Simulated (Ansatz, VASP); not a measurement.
**Mo: VASP beside Ansatz**

The input INCAR:

```
ALGO = Fast
EDIFF = 1E-6
ENCUT = 520
GGA = PS
ISIF = 2
ISMEAR = 0
LASPH = T
LCHARG = F
LREAL = F
LWAVE = F
NBANDS = 96
NELM = 80
PREC = Accurate
SIGMA = 0.1
```

The input KPOINTS:

```
k-points
0
Gamma
  3 3 3
```

File POSCAR:

```
Mo
1.0
    3.2508997160      1.8769078261      5.5440914038
   -3.2508997160      1.8769078261      5.5440914038
    0.0000000000     -3.7538156522      5.5440914038
Mo
12
Direct
    0.0101900000      0.6536100000      0.0101900000
    0.0101900000      0.0101900000      0.6536100000
    0.6536100000      0.0101900000      0.0101900000
    0.9898100000      0.3463900000      0.9898100000
    0.3463900000      0.9898100000      0.9898100000
    0.9898100000      0.9898100000      0.3463900000
    0.2211800000      0.6306000000      0.2211800000
    0.2211800000      0.2211800000      0.6306000000
    0.6306000000      0.2211800000      0.2211800000
    0.7788200000      0.3694000000      0.7788200000
    0.3694000000      0.7788200000      0.7788200000
    0.7788200000      0.7788200000      0.3694000000
```

Input for Ansatz:

```yaml
crystal:
  lattice:
    - [3.250899716, 1.8769078261, 5.5440914038]
    - [-3.250899716, 1.8769078261, 5.5440914038]
    - [0.0, -3.7538156522, 5.5440914038]
  atoms:
    - { symbol: Mo, position: [0.01019, 0.65361, 0.01019] }
    - { symbol: Mo, position: [0.01019, 0.01019, 0.65361] }
    - { symbol: Mo, position: [0.65361, 0.01019, 0.01019] }
    - { symbol: Mo, position: [0.98981, 0.34639, 0.98981] }
    - { symbol: Mo, position: [0.34639, 0.98981, 0.98981] }
    - { symbol: Mo, position: [0.98981, 0.98981, 0.34639] }
    - { symbol: Mo, position: [0.22118, 0.6306, 0.22118] }
    - { symbol: Mo, position: [0.22118, 0.22118, 0.6306] }
    - { symbol: Mo, position: [0.6306, 0.22118, 0.22118] }
    - { symbol: Mo, position: [0.77882, 0.3694, 0.77882] }
    - { symbol: Mo, position: [0.3694, 0.77882, 0.77882] }
    - { symbol: Mo, position: [0.77882, 0.77882, 0.3694] }
basis:
  ecutwfc: 420
kpoints:
  mp_grid: { grid: [3, 3, 3] }
hamiltonian:
  xc: pbesol
scf:
  occupations: { method: gaussian, width: 0.1 }
  lower_state_search: "off"
output:
  forces: true
  stress: true
  eigenvalues: true
```

Alike in both runs: task single point; functional PBEsol; k mesh 3 × 3 × 3; occupations gaussian, width 0.1 eV; no spin polarisation.

|  | VASP | Ansatz |
| --- | --- | --- |
| version | VASP 6.6.1 | Ansatz 0.2.0 |
| potentials or method | VASP PAW PBE potentials, release 64 (Mo_sv), cutoff 520 eV | scalar-relativistic, plane waves, PAW |
| valence electrons in the cell | 168 | 168 |

```csv
,VASP,Ansatz,Ansatz less VASP
gap on the k mesh at the Fermi level (eV),none,none,-
rms of the force components (eV/Å),3.083,2.995,-0.0876
```

VASP's potentials were made for PBE, not for PBEsol. Atom by atom the forces differ by 0.090 eV/Å (rms over components). A gap of «none» marks a metal or a gap that the smearing closes.

The k mesh is coarse, so the values compare programs but aren't converged.
